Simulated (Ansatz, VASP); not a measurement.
**One calculation of Zn, two programs**

The input INCAR:

```
PREC     = Accurate       # precision mode
ENCUT    = 520            # plane-wave cutoff, eV
EDIFF    = 1E-7           # SCF threshold, eV
ISMEAR   = -1             # smearing method
SIGMA    = 0.05           # smearing width, eV
LREAL    = F              # projectors in reciprocal space
LASPH    = T              # aspherical terms in the spheres
NELM     = 80             # most SCF steps
ALGO     = Normal         # electronic algorithm
ISIF     = 2              # what is computed and relaxed
LWAVE    = F              # write WAVECAR
LCHARG   = F              # write CHGCAR
GGA      = PE             # functional
NBANDS   = 19             # bands
```

The input KPOINTS:

```
regular mesh
0
Gamma
  11 11 6
```

File POSCAR:

```
Zn
1.0
    2.6339144954      0.0000000000      0.0000000000
   -1.3169572477      2.2810368644      0.0000000000
    0.0000000000      0.0000000000      4.8988836645
Zn
2
Direct
    0.6666666667      0.3333333333      0.7500000000
    0.3333333333      0.6666666667      0.2500000000
```

Contents of input.yaml:

```yaml
crystal:
  lattice:
    - [2.6339144954, 0.0, 0.0]
    - [-1.3169572477, 2.2810368644, 0.0]
    - [0.0, 0.0, 4.8988836645]
  atoms:
    - { symbol: Zn, position: [0.6666666667, 0.3333333333, 0.75] }
    - { symbol: Zn, position: [0.3333333333, 0.6666666667, 0.25] }
kpoints:
  mp_grid: { grid: [11, 11, 6] }
scf:
  occupations: { method: fermi_dirac, width: 0.05 }
hamiltonian:
  xc: pbe
  pseudopotentials: { kind: all_electron, lapw: { basis_error: 0.0005 } }
output:
  forces: true
  stress: true
  eigenvalues: true
```

Change from the starting cell: volume scaled by 0.96.

Alike in both runs: task single point; functional PBE; k mesh 11 × 11 × 6; occupations fermi-dirac, width 0.05 eV; no spin polarisation.

|  | VASP | Ansatz |
| --- | --- | --- |
| version | VASP 6.6.1 | Ansatz 0.2.0 |
| potentials or method | VASP PAW PBE potentials, release 64 (Zn), cutoff 520 eV | all-electron LAPW, scalar-relativistic |

|  | VASP | Ansatz | Ansatz less VASP |
| --- | --- | --- | --- |
| gap on the k mesh at the Fermi level (eV) | none | none | - |
| pressure (GPa) | 2.9 | 2.5 | -0.35 |
| traceless stress, the component that is largest in VASP (GPa) | -1.68 | -1.54 | +0.140 |

A gap of «none» marks a metal or a gap that the smearing closes. Ansatz ran all-electron here, and VASP with PAW potentials.
